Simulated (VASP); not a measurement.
# TiAl3 (Pm) in VASP: single point with PBEsol

Aim: the single point of TiAl3 with PBEsol.

All numbers are computed with VASP 6.6.1; they aren't measurements. Logs are shortened: lines on timing, memory, paths and dates and some standing lists are left out, and cuts for length are marked.

### Step 1. The cell of the first run

The structure is monoclinic, space group Pm (No. 6). Conventional cell: a = 4.671 Å, b = 2.781 Å, c = 4.893 Å, α = 90.00°, β = 90.29°, γ = 90.00°. Within 3.7 Å of Ti (site symmetry m) lie 2 Ti at 2.78 Å and 10 Al at 2.81 to 2.85 Å. Within 3.7 Å of Al (site symmetry m) lie 8 Al at 2.78 to 2.85 Å and 4 Ti at 2.81 to 2.82 Å. Within 3.7 Å of Al (site symmetry m) lie 8 Al at 2.78 to 2.85 Å and 4 Ti at 2.84 to 2.85 Å. Al (site symmetry m) has 10 Al at 2.78 to 2.85 Å and 2 Ti at 2.81 to 2.83 Å within 3.7 Å.

### Step 2. Single point, PBEsol (strain +0.0050 x Voigt [0, 0, 0, 1, 0, 0])

INCAR

```
SYSTEM = TiAl3
PREC = Accurate
ENCUT = 520
EDIFF = 1E-6
ISMEAR = 0
SIGMA = 0.15
LREAL = .False.
LASPH = .True.
NELM = 80
ALGO = Fast
ISIF = 2
LWAVE = .False.
LCHARG = .True.
GGA = PS
LELF = .True.
LVHAR = .True.
NBANDS = 18
```

KPOINTS

```
regular mesh
0
Gamma
  18 10 10
  0 0 0
```

POSCAR

```
TiAl3
1.0
    2.7813912058      0.0000000000      0.0000000000
    0.0000000000      4.6710700323      0.0116776751
    0.0000000000      0.0122335076      4.8934030395
Ti Al
1 3
Direct
    0.0000000000      0.5000000000      0.1631682049
    0.5000000000      0.5000000000      0.6640465240
    0.5000000000      0.0000000000      0.3331101826
    0.0000000000      0.0000000000      0.8396740885
```

Potentials or basis: VASP PAW PBE potentials, release 64 (Ti_sv, Al).

Run with:

```bash
cat potpaw_PBE.64/Ti_sv/POTCAR potpaw_PBE.64/Al/POTCAR > POTCAR
mpirun -np 1 vasp_std > vasp.out
```

OUTCAR:

```text
SYSTEM = TiAl3
   PREC = Accurate
   ENCUT = 520
   EDIFF = 1E-6
   ISMEAR = 0
   LREAL = .False.
   LASPH = .True.
   NELM = 80
   ISIF = 2
   GGA = PS

 ion  position               nearest neighbor table
   1  0.000  0.500  0.163-   2 2.81   2 2.81   4 2.81   2 2.82   2 2.82   4 2.83   3 2.84   3 2.84
                             3 2.85   3 2.85
   2  0.500  0.500  0.664-   1 2.81   1 2.81   1 2.82   1 2.82   3 2.84   4 2.85   4 2.85   3 2.85
                             4 2.85   4 2.85
   3  0.500  0.000  0.333-   4 2.79   4 2.79   2 2.84   1 2.84   1 2.84   4 2.84   4 2.84   1 2.85
                             1 2.85   2 2.85
   4  0.000  0.000  0.840-   3 2.79   3 2.79   1 2.81   1 2.83   3 2.84   3 2.84   2 2.85   2 2.85
                             2 2.85   2 2.85

  LATTYP: Found a simple monoclinic cell.
 ALAT       =     4.6710846294
 B/A-ratio  =     0.5954486862
 C/A-ratio  =     1.0475978749
 COS(beta)  =    -0.0049999688

  Lattice vectors:

 A1 = (   0.0000000000,   4.6710700323,   0.0116776751)
 A2 = (   2.7813912058,   0.0000000000,   0.0000000000)
 A3 = (   0.0000000000,  -0.0122335076,  -4.8934030395)

Analysis of symmetry for initial positions (statically):
=====================================================================
 Subroutine PRICEL returns:
 Original cell was already a primitive cell.

 Routine SETGRP: Setting up the symmetry group for a
 simple monoclinic supercell.

 Subroutine GETGRP returns: Found  2 space group operations
 (whereof  2 operations were pure point group operations)
 out of a pool of  4 trial point group operations.

The static configuration has the point symmetry C_1h.

Analysis of symmetry for dynamics (positions and initial velocities):
=====================================================================
 Subroutine PRICEL returns:
 Original cell was already a primitive cell.

 Routine SETGRP: Setting up the symmetry group for a
 simple monoclinic supercell.

 Subroutine GETGRP returns: Found  2 space group operations
 (whereof  2 operations were pure point group operations)
 out of a pool of  4 trial point group operations.

The dynamic configuration has the point symmetry C_1h.

 Subroutine INISYM returns: Found  2 space group operations
 (whereof  2 operations are pure point group operations),
 and found     1 'primitive' translations

----------------------------------------------------------------------------------------

[... 92 lines left out ...]
   LSORBIT =      F    spin-orbit coupling
   LASPH  =      T    aspherical Exc in radial PAW
   ENCUT  =  520.0 eV  38.22 Ry    6.18 a.u.   5.17  8.69  9.10*2*pi/ulx,y,z
   NELM   =     80;   NELMIN=  2; NELMDL= -5     # of ELM steps
   EDIFF  = 0.1E-05   stopping-criterion for ELM
   LREAL  =      F    real-space projection
   EDIFFG = 0.1E-04   stopping-criterion for IOM
   NSW    =      0    number of steps for IOM
   IBRION =     -1    ionic relax: 0-MD 1-quasi-New 2-CG
   NFREE  =      0    steps in history (QN), initial steepest desc. (CG)
   ISIF   =      2    stress and relaxation
   ISYM   =      2    0-nonsym 1-usesym 2-fastsym
   POTIM  = 0.5000    time-step for ionic-motion
   TEBEG  =    0.0;   TEEND  =   0.0 temperature during run
   PSTRESS=    0.0 pullay stress
   NELECT =      21.0000    total number of electrons
   NUPDOWN=      -1.0000    fix difference up-down
   EMIN   =  10.00;   EMAX   =-10.00  energy-range for DOS
   EFERMI =   0.00;   METHOD = LEGACY
   ISMEAR =     0;   SIGMA  =   0.15  broadening in eV -4-tet -1-fermi 0-gaus
   EFERMI_NEDOS =   21; number of points for ismear=-14 and -15
   IALGO  =     68    algorithm
   IMIX   =      4    mixing-type and parameters
     AMIX     =   0.40;   BMIX     =  1.00
     AMIX_MAG =   1.60;   BMIX_MAG =  1.00
  volume/ion in A,a.u.               =      15.89       107.26
  Fermi-wavevector in a.u.,A,eV,Ry     =   1.131668  2.138542 17.424605  1.280672
  Thomas-Fermi vector in A             =   2.268367
   LORBIT       =      0    0 simple, 1 ext, 2 COOP (PROOUT), +10 PAW based schemes
   GGA     = PS    functional components
   LHFCALC =     F    Hartree Fock is set to
   AEXX    =    0.0000 exact exchange contribution
   IVDW    =     0    specifies the selected vdW correction
   LEPSILON=     F    determine dielectric tensor
   LRPA    =     F    only Hartree local field effects (RPA)
 non-spin polarized calculation
 RMM-DIIS sequential band-by-band and
 Gauss-broadening in eV      SIGMA  =   0.15
  energy-cutoff  :      520.00
  volume of cell :       63.58
 maximum number of plane-waves:      1734
 NGX is ok and might be reduce to    24
   NGX = 11   NGY = 17   NGZ = 19

 number of electron      21.0000000 magnetization

 Free energy of the ion-electron system (eV)
  ---------------------------------------------------
  ext. energy  EPLUGINS =         0.00000000
  ---------------------------------------------------
  free energy    TOTEN  =       -21.60666217 eV

  energy without entropy =      -21.57656770  energy(sigma->0) =      -21.59161494

 E-fermi :   8.2214     XC(G=0): -10.8103

 val. band max:        8.2202747027   @ k =   0.1667   0.3000   0.3000
 cond. band min:       8.2216798858   @ k =   0.3889  -0.3000   0.3000
 fundamental gap:      0.0014051832
 Fermi energy:         8.2213908117

 k-point     1 :       0.0000    0.0000    0.0000
  band No.  band energies     occupation
      1     -47.9764      2.00000
      2     -24.4091      2.00000
      3     -24.4064      2.00000
      4     -23.9943      2.00000
      5      -2.0276      2.00000
      6       3.0242      2.00000
[... 481 lines left out ...]
      5      -1.2275      2.00000
      6       2.6433      2.00000
[... 10 lines left out ...]
     17      12.5096      0.00000
     18      15.5067      0.00000

 [... further k-points ...]
[... 5 lines left out ...]
  --------------------------------------------------------------------------------------
  -------------------------------------------------------------------------------------
  Total       -0.0025303      0.0119529      0.0603067      0.0000000     -0.1401565      0.0000000
  in kB       -0.0637668      0.3012294      1.5198095      0.0000000     -3.5321333      0.0000000
  external PRESSURE =       0.5857573 kB  Pullay stress =       0.0000000 kB

 VOLUME and BASIS-vectors are now :
 -----------------------------------------------------------------------------
  energy-cutoff  :      520.00
  volume of cell :       63.58
      direct lattice vectors                 reciprocal lattice vectors
     2.781391206  0.000000000  0.000000000     0.359532308  0.000000000  0.000000000
     0.000000000  4.671070032  0.011677675     0.000000000  0.214085048 -0.000535213
     0.000000000  0.012233508  4.893403039     0.000000000 -0.000510895  0.204358039

 POSITION                                       TOTAL-FORCE (eV/Angst)
 -----------------------------------------------------------------------------------
      0.00000      2.33753      0.80429         0.000000     -0.006506     -0.001448
      1.39070      2.34366      3.25529         0.000000      0.001998     -0.000211
      1.39070      0.00408      1.63004         0.000000      0.001659      0.004219
      0.00000      0.01027      4.10886         0.000000      0.002849     -0.002560
 -----------------------------------------------------------------------------------
    total drift:                               -0.000000      0.000067     -0.000055

  FREE ENERGIE OF THE ION-ELECTRON SYSTEM (eV)
  ---------------------------------------------------
  free  energy   TOTEN  =       -21.6066621677 eV

  energy  without entropy=      -21.5765677030  energy(sigma->0) =      -21.59161494
```

OSZICAR:

```text
N       E                     dE             d eps       ncg     rms          rms(c)
DAV:   1     0.130903052167E+03    0.13090E+03   -0.95079E+03 18720   0.109E+03
DAV:   2    -0.101451863859E+02   -0.14105E+03   -0.13763E+03 18988   0.296E+02
DAV:   3    -0.226812434020E+02   -0.12536E+02   -0.12333E+02 32990   0.732E+01
[... 18 lines left out ...]
RMM:  22    -0.216066563199E+02   -0.34572E-05   -0.36994E-05 25503   0.219E-02    0.929E-04
RMM:  23    -0.216066587169E+02   -0.23970E-05   -0.26477E-05 23531   0.180E-02    0.307E-03
RMM:  24    -0.216066602914E+02   -0.15745E-05   -0.17286E-05 21818   0.149E-02    0.383E-03
RMM:  25    -0.216066614313E+02   -0.11399E-05   -0.12652E-05 21241   0.130E-02    0.419E-03
RMM:  26    -0.216066621677E+02   -0.73642E-06   -0.84680E-06 20211   0.114E-02
   1 F= -.21606662E+02 E0= -.21591615E+02  d E =-.300945E-01
```

stdout:

```text
POSCAR found type information on POSCAR TiAl
 POSCAR found :  2 types and       4 ions
 scaLAPACK will be used
 -----------------------------------------------------------------------------
|                                                                             |
|                                                                             |
[... 18 lines left out ...]
WARNING in EDDRMM: call to ZHEGV failed, returncode =   6  3      6
WARNING in EDDRMM: call to ZHEGV failed, returncode =   8  4      5
WARNING in EDDRMM: call to ZHEGV failed, returncode =   8  4     17
WARNING in EDDRMM: call to ZHEGV failed, returncode =   8  4      8
WARNING in EDDRMM: call to ZHEGV failed, returncode =   6  3      5
WARNING in EDDRMM: call to ZHEGV failed, returncode =   6  3     17
WARNING in EDDRMM: call to ZHEGV failed, returncode =   6  3      7
WARNING in EDDRMM: call to ZHEGV failed, returncode =   6  3     17
```

It took 9.2 min on 1 thread of Intel Xeon Platinum 8488C (Sapphire Rapids), shared host; peak memory 0.62 GiB.

Results:

* Free energy: -21.6067 eV
* Pressure: 0.1 GPa
* Largest force: 0.007 eV/Å

Forces in eV/Å, atoms in the order of the input:
```
Ti   0.000 -0.007 -0.001
Al   0.000  0.002  0.000
Al   0.000  0.002  0.004
Al   0.000  0.003 -0.003
```

Stress tensor (GPa, compression positive):
```
-0.01  0.00  0.00
 0.00  0.03 -0.35
 0.00 -0.35  0.15
```

Caveat: the cell differs from its parent crystal (strain +0.0050 x Voigt [0, 0, 0, 1, 0, 0]); the PAW data sets were made with another functional, which shifts forces and pressure a little.
